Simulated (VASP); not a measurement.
# Al2O3 in VASP: a series of runs

Runs on Al2O3. Level: PBE. Tasks: single point.

All numbers are computed with VASP 6.6.1; they aren't measurements. Logs are shortened: lines on timing, memory, paths and dates and some standing lists are left out, and cuts for length are marked.

### 1 The cell of the first run

The cell holds an amorphous packing of atoms, 20 atoms: a = 5.710 Å, b = 5.811 Å, c = 5.709 Å, α = 87.23°, β = 90.04°, γ = 89.73°.

### 2 Single point, PBE

INCAR

```
ALGO = Normal ; EDIFF = 1E-6
ENCUT = 520 ; GGA = PE
GGA_COMPAT = False ; ISIF = 2
ISMEAR = -1 ; ISYM = 0
LASPH = True ; LCHARG = False
LREAL = False ; LWAVE = False
NBANDS = 64 ; NELM = 120
PREC = Accurate ; SIGMA = 0.3102
```

KPOINTS

```
k-points
0
Gamma
  1 1 1
```

POSCAR

```
Al2O3
1.0
    5.7104520000      0.0137290000     -0.0021660000
    0.0137290000      5.8090040000      0.1390750000
   -0.0021660000      0.1390750000      5.7076010000
Al O
8 12
Direct
    0.6630140497      0.6038765538     -0.0500797171
    0.4953704665      0.2235828507      0.3406463044
    0.3310691317      0.1790888022      0.8338391770
    0.8586933274      0.1682704454      0.0767377954
    0.1801869653      0.7197345094      0.0698297250
    0.8499807980      0.8291406440      0.4652906402
    0.9164249497      0.3257397179      0.6407052149
    0.3755279678      0.7143912169      0.5010673372
    0.8288860532      0.6177881190      0.6808094127
    0.6430068161      0.3189720419     -0.1312436318
    0.3550421582      0.6899560973      0.8068372994
    1.0234448078      0.0604159314      0.6610802745
    0.9004164364      0.8098356210      0.1177625088
    0.8000643865      0.2401847086      0.3604672525
    0.3882440572      0.0353273770      0.1196039775
    0.2098338384      0.3368738954      1.0535566104
    0.6133230042     -0.0410691147      0.5257331661
    0.1258237457      0.6812313476      0.3956997493
    0.3278360649      0.3300414833      0.5758320481
    0.5641303099      0.6293190626      0.2539140976
```

Potentials or basis: VASP PAW PBE potentials, release 64 (Al, O).

The run is started by

```sh
cat potpaw_PBE.64/Al/POTCAR potpaw_PBE.64/O/POTCAR > POTCAR
mpirun -np 1 vasp_gam > vasp.out
```

OUTCAR:

```text
EDIFF = 1E-6
   ENCUT = 520
   GGA = PE
   ISIF = 2
   ISMEAR = -1
   ISYM = 0
   LASPH = True
   LREAL = False
   NELM = 120
   PREC = Accurate

 ion  position               nearest neighbor table
   1  0.663  0.604  0.950-  10 1.74   9 1.80  20 1.84  11 1.99  13 2.08   4 2.82   7 2.84   5 2.92
                             8 3.08   5 3.12   6 3.19   2 3.21   3 3.21
   2  0.495  0.224  0.341-  14 1.75  19 1.78  15 1.82  17 1.94  16 2.38  20 2.42   4 2.59   3 2.97
                             7 3.03   3 3.06   6 3.11   8 3.11   8 3.13   1 3.21
   3  0.331  0.179  0.834-  19 1.68  16 1.73  15 1.83  10 1.98  12 2.15   7 2.73   2 2.97   4 3.03
                             5 3.06   2 3.06   1 3.21   4 3.31
   4  0.859  0.168  0.077-  14 1.72  10 1.89  13 2.10  16 2.24   2 2.59   7 2.63  12 2.66   1 2.82
                             6 2.90   3 3.03   5 3.18   3 3.31
   5  0.180  0.720  0.070-  13 1.71  11 1.82  18 1.89  15 2.22  16 2.24  20 2.47   8 2.70   1 2.92
                             6 3.03   3 3.06   1 3.12   4 3.18
   6  0.850  0.829  0.465-  17 1.59   9 1.70  18 1.84  13 2.01  12 2.05  20 2.37  14 2.45   8 2.80
                             4 2.90   5 3.03   7 3.07   8 3.08   2 3.11   7 3.12   1 3.19
   7  0.916  0.326  0.641-  12 1.65   9 1.79  14 1.82  10 2.03  19 2.38   4 2.63   3 2.73   1 2.84
                             2 3.03   6 3.07   6 3.12
   8  0.376  0.714  0.501-  18 1.56  11 1.75  20 1.86  17 1.98  19 2.27   5 2.70   6 2.80   6 3.08
                             1 3.08   2 3.11   2 3.13
   9  0.829  0.618  0.681-   6 1.70   7 1.79   1 1.80
  10  0.643  0.319  0.869-   1 1.74   4 1.89   3 1.98   7 2.03
  11  0.355  0.690  0.807-   8 1.75   5 1.82   1 1.99
  12  0.023  0.060  0.661-   7 1.65   6 2.05   3 2.15   4 2.66
  13  0.900  0.810  0.118-   5 1.71   6 2.01   1 2.08   4 2.10
  14  0.800  0.240  0.360-   4 1.72   2 1.75   7 1.82   6 2.45
  15  0.388  0.035  0.120-   2 1.82   3 1.83   5 2.22
  16  0.210  0.337  0.054-   3 1.73   5 2.24   4 2.24   2 2.38
  17  0.613  0.959  0.526-   6 1.59   2 1.94   8 1.98
  18  0.126  0.681  0.396-   8 1.56   6 1.84   5 1.89
  19  0.328  0.330  0.576-   3 1.68   2 1.78   8 2.27   7 2.38
  20  0.564  0.629  0.254-   1 1.84   8 1.86   6 2.37   2 2.42   5 2.47

IMPORTANT INFORMATION: All symmetrisations will be switched off!
NOSYMM: (Re-)initialisation of all symmetry stuff for point group C_1.

----------------------------------------------------------------------------------------

                                     Primitive cell

  volume of cell :     189.2212

  direct lattice vectors                    reciprocal lattice vectors
     5.710452000  0.013729000 -0.002166000     0.175118515 -0.000415709  0.000076586
     0.013729000  5.809004000  0.139075000    -0.000415709  0.172248021 -0.004197261
    -0.002166000  0.139075000  5.707601000     0.000076586 -0.004197261  0.175307261

  length of vectors
     5.710468914  5.810684797  5.709295554     0.175119025  0.172299653  0.175357517

  position of ions in fractional coordinates (direct lattice)
     0.663014050  0.603876554  0.949920283
     0.495370466  0.223582851  0.340646304
     0.331069132  0.179088802  0.833839177
     0.858693327  0.168270445  0.076737795
     0.180186965  0.719734509  0.069829725
     0.849980798  0.829140644  0.465290640
     0.916424950  0.325739718  0.640705215
     0.375527968  0.714391217  0.501067337
     0.828886053  0.617788119  0.680809413
     0.643006816  0.318972042  0.868756368
     0.355042158  0.689956097  0.806837299
     0.023444808  0.060415931  0.661080275
     0.900416436  0.809835621  0.117762509
     0.800064386  0.240184709  0.360467253
     0.388244057  0.035327377  0.119603977
     0.209833838  0.336873895  0.053556610
     0.613323004  0.958930885  0.525733166
     0.125823746  0.681231348  0.395699749
     0.327836065  0.330041483  0.575832048
     0.564130310  0.629319063  0.253914098

  ion indices of the primitive-cell ions
   primitive index   ion index
                 1           1
                 2           2
                 3           3
                 4           4
                 5           5
                 6           6
                 7           7
                 8           8
                 9           9
                10          10
                11          11
                12          12
                13          13
                14          14
                15          15
                16          16
                17          17
                18          18
                19          19
                20          20

----------------------------------------------------------------------------------------

 KPOINTS: k-points

Automatic generation of k-mesh.
 Grid dimensions read from file:
 generate k-points for:    1    1    1

 Generating k-lattice:

  Cartesian coordinates                     Fractional coordinates (reciprocal lattice)
     0.175118515 -0.000415709  0.000076586     1.000000000 -0.000000000  0.000000000
    -0.000415709  0.172248021 -0.004197261    -0.000000000  1.000000000 -0.000000000
     0.000076586 -0.004197261  0.175307261    -0.000000000 -0.000000000  1.000000000

  Length of vectors
     0.175119025  0.172299653  0.175357517

  Shift w.r.t. Gamma in fractional coordinates (k-lattice)
     0.000000000  0.000000000  0.000000000

 Subroutine IBZKPT returns following result:
 ===========================================

 Found      1 irreducible k-points:

 Following reciprocal coordinates:
            Coordinates               Weight
  0.000000  0.000000  0.000000      1.000000
   k-points           NKPTS =      1   k-points in BZ     NKDIM =      1   number of bands    NBANDS=     64
   number of dos      NEDOS =    301   number of ions     NIONS =     20
   total plane-waves  NPLWV =  84672
   dimension x,y,z NGX =    42 NGY =   48 NGZ =   42
   dimension x,y,z NGXF=    84 NGYF=   96 NGZF=   84
   ions per type =               8  12
   NGX,Y,Z   is equivalent  to a cutoff of  12.23, 13.73, 12.23 a.u.
   NGXF,Y,Z  is equivalent  to a cutoff of  24.45, 27.47, 24.46 a.u.
 SYSTEM =  unknown system
   PREC   = accura    normal or accurate (medium, high low for compatibility)
   ISTART =      0    job   : 0-new  1-cont  2-samecut
   ICHARG =      2    charge: 1-file 2-atom 10-const
   ISPIN  =      1    spin polarized calculation?
   LNONCOLLINEAR =      F non collinear calculations
   LSORBIT =      F    spin-orbit coupling
   LASPH  =      T    aspherical Exc in radial PAW
   ENCUT  =  520.0 eV  38.22 Ry    6.18 a.u.  10.62 10.80 10.62*2*pi/ulx,y,z
   NELM   =    120;   NELMIN=  2; NELMDL= -5     # of ELM steps
   EDIFF  = 0.1E-05   stopping-criterion for ELM
   LREAL  =      F    real-space projection
   EDIFFG = 0.1E-04   stopping-criterion for IOM
   NSW    =      0    number of steps for IOM
   IBRION =     -1    ionic relax: 0-MD 1-quasi-New 2-CG
   NFREE  =      0    steps in history (QN), initial steepest desc. (CG)
   ISIF   =      2    stress and relaxation
   ISYM   =      0    0-nonsym 1-usesym 2-fastsym
   POTIM  = 0.5000    time-step for ionic-motion
   TEBEG  =    0.0;   TEEND  =   0.0 temperature during run
   PSTRESS=    0.0 pullay stress
   NELECT =      96.0000    total number of electrons
   NUPDOWN=      -1.0000    fix difference up-down
   EMIN   =  10.00;   EMAX   =-10.00  energy-range for DOS
   EFERMI =   0.00;   METHOD = LEGACY
   ISMEAR =    -1;   SIGMA  =   0.31  broadening in eV -4-tet -1-fermi 0-gaus
   EFERMI_NEDOS =   21; number of points for ismear=-14 and -15
   IALGO  =     38    algorithm
   IMIX   =      4    mixing-type and parameters
     AMIX     =   0.40;   BMIX     =  1.00
     AMIX_MAG =   1.60;   BMIX_MAG =  1.00
  volume/ion in A,a.u.               =       9.46        63.85
  Fermi-wavevector in a.u.,A,eV,Ry     =   1.305696  2.467407 23.195774  1.704841
  Thomas-Fermi vector in A             =   2.436548
   LORBIT       =      0    0 simple, 1 ext, 2 COOP (PROOUT), +10 PAW based schemes
   GGA     = PE    functional components
   LHFCALC =     F    Hartree Fock is set to
   AEXX    =    0.0000 exact exchange contribution
   IVDW    =     0    specifies the selected vdW correction
   LEPSILON=     F    determine dielectric tensor
   LRPA    =     F    only Hartree local field effects (RPA)
 non-spin polarized calculation
  energy-cutoff  :      520.00
  volume of cell :      189.22
 maximum number of plane-waves:      2549
 NGX is ok and might be reduce to    42
   NGX = 21   NGY = 21   NGZ = 21

 number of electron      96.0000011 magnetization

 Free energy of the ion-electron system (eV)
  ---------------------------------------------------
  ext. energy  EPLUGINS =         0.00000000
  ---------------------------------------------------
  free energy    TOTEN  =      -132.83278925 eV

  energy without entropy =     -132.46777890  energy(sigma->0) =     -132.65028408

 E-fermi :   7.5863     XC(G=0): -11.0815

 val. band max:        6.7922233688   @ k =   0.0000   0.0000   0.0000
 cond. band min:       8.3477511983   @ k =   0.0000   0.0000   0.0000
 fundamental gap:      1.5555278294
 Fermi energy:         7.5863408989

 k-point     1 :       0.0000    0.0000    0.0000
  band No.  band energies     occupation
      1     -14.1097      2.00000
      2     -13.1703      2.00000
      3     -12.9625      2.00000
      4     -12.1771      2.00000
      5     -12.0550      2.00000
      6     -11.5338      2.00000
      7     -11.3362      2.00000
      8     -11.2779      2.00000
      9     -11.0575      2.00000
     10     -10.8156      2.00000
     11     -10.5730      2.00000
     12     -10.1000      2.00000
     13      -1.2881      2.00000
     14      -1.1091      2.00000
     15      -0.6216      2.00000
     16      -0.1600      2.00000
     17      -0.1095      2.00000
     18      -0.0180      2.00000
     19       0.0780      2.00000
     20       0.3057      2.00000
     21       0.3949      2.00000
     22       0.9597      2.00000
     23       1.1817      2.00000
     24       1.2017      2.00000
     25       1.4047      2.00000
     26       1.6876      2.00000
     27       1.9482      2.00000
     28       2.3412      2.00000
     29       2.6613      2.00000
     30       2.7644      2.00000
     31       3.1251      2.00000
     32       3.2125      2.00000
     33       3.3439      2.00000
     34       3.6389      1.99999
     35       3.7449      1.99999
     36       3.8251      1.99999
     37       4.0901      1.99997
     38       4.1083      1.99997
     39       4.4119      1.99993
     40       4.4575      1.99992
     41       4.7058      1.99981
     42       4.9246      1.99962
     43       5.1377      1.99925
     44       5.1771      1.99915
     45       5.3172      1.99867
     46       5.4596      1.99790
     47       5.9077      1.99111
     48       6.7922      1.85649
     49       8.3478      0.15821
     50      11.2390      0.00002
     51      11.8316      0.00000
     52      11.9711      0.00000
     53      12.4282      0.00000
     54      12.8139      0.00000
     55      12.9288      0.00000
     56      13.5279      0.00000
     57      14.0142      0.00000
     58      14.1888      0.00000
     59      14.6758      0.00000
     60      14.8222      0.00000
 [bands above 60 left out]

------------------------ aborting loop because EDIFF is reached ----------------------------------------

  FORCE on cell =-STRESS in cart. coord.  units (eV):
  Direction    XX          YY          ZZ          XY          YZ          ZX
  --------------------------------------------------------------------------------------
  -------------------------------------------------------------------------------------
  Total       27.6504400     24.0117859     15.7232684     -9.2260891    -20.6328352     -1.5548508
  in kB      234.1223315    203.3130508    133.1323574    -78.1193173   -174.7027351    -13.1652626
  external PRESSURE =     190.1892466 kB  Pullay stress =       0.0000000 kB

 VOLUME and BASIS-vectors are now :
 -----------------------------------------------------------------------------
  energy-cutoff  :      520.00
  volume of cell :      189.22
      direct lattice vectors                 reciprocal lattice vectors
     5.710452000  0.013729000 -0.002166000     0.175118515 -0.000415709  0.000076586
     0.013729000  5.809004000  0.139075000    -0.000415709  0.172248021 -0.004197261
    -0.002166000  0.139075000  5.707601000     0.000076586 -0.004197261  0.175307261

 POSITION                                       TOTAL-FORCE (eV/Angst)
 -----------------------------------------------------------------------------------
      3.79234      3.64913      5.50431        -1.746352      3.634276      0.741459
      2.83112      1.35297      1.97430        -3.000055     -0.283437      1.241195
      1.89121      1.16084      4.78341         0.862453     -1.446594      0.680062
      4.90567      0.99994      0.45953         2.523989     -1.541675     -0.952632
      1.03868      4.19313      0.49827         3.294134     -1.711701      0.439345
      4.86415      4.89286      2.76916         5.187456     -1.376867     -1.591718
      5.23628      1.99391      3.70021        -0.613615      2.694441     -2.541964
      2.15316      4.22474      2.95843         6.523837     -0.103891      2.143584
      4.74032      3.69480      3.96991         0.413848     -1.636053      1.748067
      3.67436      1.98256      5.00148         2.479223     -3.314487      1.805440
      2.03518      4.12504      4.70029         0.877373      1.458883      2.664392
      0.13328      0.44322      3.78153         1.678210     -2.620400      3.305395
      5.15265      4.73308      0.78282        -2.947847      3.952355     -2.979341
      4.57125      1.45635      2.08907         1.693441      2.683104     -2.802361
      2.21728      0.22718      0.68672         1.275642     -3.652432     -0.043515
      1.20276      1.96723      0.35208        -6.033370      4.104030      0.336054
      3.51438      5.65197      3.13271        -8.193538      0.573538      1.354477
      0.72701      4.01403      2.35297        -3.235861      0.072463     -2.225933
      1.87538      2.00180      3.33181         0.632587      1.133188     -2.953460
      3.22953      3.69878      1.53554        -1.671556     -2.618742     -0.368545
 -----------------------------------------------------------------------------------
    total drift:                               -0.000251     -0.000125      0.001025

  FREE ENERGIE OF THE ION-ELECTRON SYSTEM (eV)
  ---------------------------------------------------
  free  energy   TOTEN  =      -132.8327892530 eV

  energy  without entropy=     -132.4677789007  energy(sigma->0) =     -132.65028408
```

Run time: 28 s. Hardware: 1 thread of Intel Xeon 6975P-C (Granite Rapids), shared host; peak memory 0.24 GiB.

Results:

```yaml
Free_energy: -132.8328 eV
Pressure: 19.0 GPa
Largest_force: 8.325 eV/Å
Band_gap_on_the_k_mesh: 1.56 eV
```

Forces on the atoms (eV/Å):
```
Al  -1.746  3.634  0.741
Al  -3.000 -0.283  1.241
Al   0.862 -1.447  0.680
Al   2.524 -1.542 -0.953
Al   3.294 -1.712  0.439
Al   5.187 -1.377 -1.592
Al  -0.614  2.694 -2.542
Al   6.524 -0.104  2.144
O    0.414 -1.636  1.748
O    2.479 -3.314  1.805
O    0.877  1.459  2.664
O    1.678 -2.620  3.305
O   -2.948  3.952 -2.979
O    1.693  2.683 -2.802
O    1.276 -3.652 -0.044
O   -6.033  4.104  0.336
O   -8.194  0.574  1.354
O   -3.236  0.072 -2.226
O    0.633  1.133 -2.953
O   -1.672 -2.619 -0.369
```

Stress tensor (GPa, compression positive):
```
 23.41  -7.81  -1.32
 -7.81  20.33 -17.47
 -1.32 -17.47  13.31
```

Caveat: the k points lie up to 1.10 Å⁻¹ apart.

### 3 Single point, PBE

INCAR

```
SYSTEM = Al2O3
PREC     = Accurate       ! precision mode
ENCUT    = 520            ! plane-wave cutoff, eV
EDIFF    = 1E-6           ! SCF threshold, eV
ISMEAR   = -1             ! smearing method
SIGMA    = 0.3102         ! smearing width, eV
LREAL    = .FALSE.        ! projectors in reciprocal space
LASPH    = .TRUE.         ! aspherical terms in the spheres
NELM     = 120            ! most SCF steps
ALGO     = Normal         ! electronic algorithm
ISIF     = 2              ! what is computed and relaxed
LWAVE    = .FALSE.        ! write WAVECAR
LCHARG   = .FALSE.        ! write CHGCAR
GGA      = PE             ! functional
NBANDS   = 64             ! bands
ISYM     = 0            
GGA_COMPAT= .FALSE.
```

KPOINTS

```
Automatic mesh
0
G
  1 1 1
  0 0 0
```

POSCAR

```
Al2O3
1.0
    5.7104520000      0.0137290000     -0.0021660000
    0.0137290000      5.8090040000      0.1390750000
   -0.0021660000      0.1390750000      5.7076010000
Al O
8 12
Direct
    0.6373319632      0.6279881260     -0.0806864368
    0.4167775989      0.2128471409      0.1983618028
    0.2643047948      0.1576323429      0.7423724549
    0.8052992556      0.1777078688     -0.0408605023
    0.1821784223      0.7785578818      0.0660005247
    0.8259792235      0.9860647145      0.3330523841
    0.9409196344      0.4263313845      0.5357856996
    0.3424751508      0.6828226886      0.4655504538
    0.6288047524      0.5250798759      0.5757975211
    0.5115877250      0.1689513073     -0.1151062949
    0.3425817791      0.7944328932      0.7828138788
    0.9565199760      0.1075795099      0.6197457044
    0.8925753747      0.9141345630     -0.0036994433
    0.7658271763      0.2679144928      0.2721739963
    0.1198706785      0.1421072229      0.1222280741
   -0.0519557722      0.5005228700      0.9287790519
    0.5257578970     -0.0354772062      0.3888125298
    0.0368300716      0.7280298864      0.3330924880
    0.2435429463      0.4497204568      0.6327410836
    0.4176765308      0.5428498372      0.1743148910
```

Potentials or basis: VASP PAW PBE potentials, release 64 (Al, O).

The run is started by

```sh
cat potpaw_PBE.64/Al/POTCAR potpaw_PBE.64/O/POTCAR > POTCAR
mpirun -np 1 vasp_gam > vasp.out
```

Run time: 28 s. Hardware: 1 thread of Intel Xeon 6975P-C (Granite Rapids), shared host; peak memory 0.24 GiB.

Results (log left out):

| Quantity | Value |
| --- | --- |
| Free energy | -134.4089 eV |
| Pressure | 10.4 GPa |
| Largest force | 8.469 eV/Å |
| Band gap on the k mesh | 2.25 eV |

Forces in eV/Å, atoms in the order of the input:
```
Al   1.393  0.452 -2.389
Al   0.414  1.496  0.547
Al  -2.701 -1.207 -1.334
Al   2.848  5.925 -2.347
Al  -2.499 -1.617 -3.868
Al   3.312 -2.655  2.788
Al  -3.093  1.195 -0.226
Al   3.861  0.098  2.350
O    3.211  1.971  2.113
O    2.804  1.446  3.505
O   -0.195  2.353  1.817
O    0.963  1.031  0.532
O   -4.966 -6.860  0.050
O   -1.849  1.889 -2.241
O    5.934  0.386  0.495
O   -3.411 -0.884 -1.432
O   -3.531 -1.404 -0.643
O    0.638 -0.653  3.550
O   -2.762 -4.454 -1.755
O   -0.368  1.490 -1.510
```

Stress tensor (GPa, compression positive):
```
  6.42   2.30  -1.23
  2.30  15.81 -11.93
 -1.23 -11.93   9.11
```

Levels at points of the mesh, in eV from the valence-band top:
```csv
k point,band 45,band 46,band 47,band 48,band 49,band 50,band 51,band 52
"(0.00, 0.00, 0.00)",-0.67,-0.34,-0.18,0.00,2.25,5.18,5.41,6.00
```

Caveat: the k points lie up to 1.10 Å⁻¹ apart.

(Part 1 of 2 ends here.)
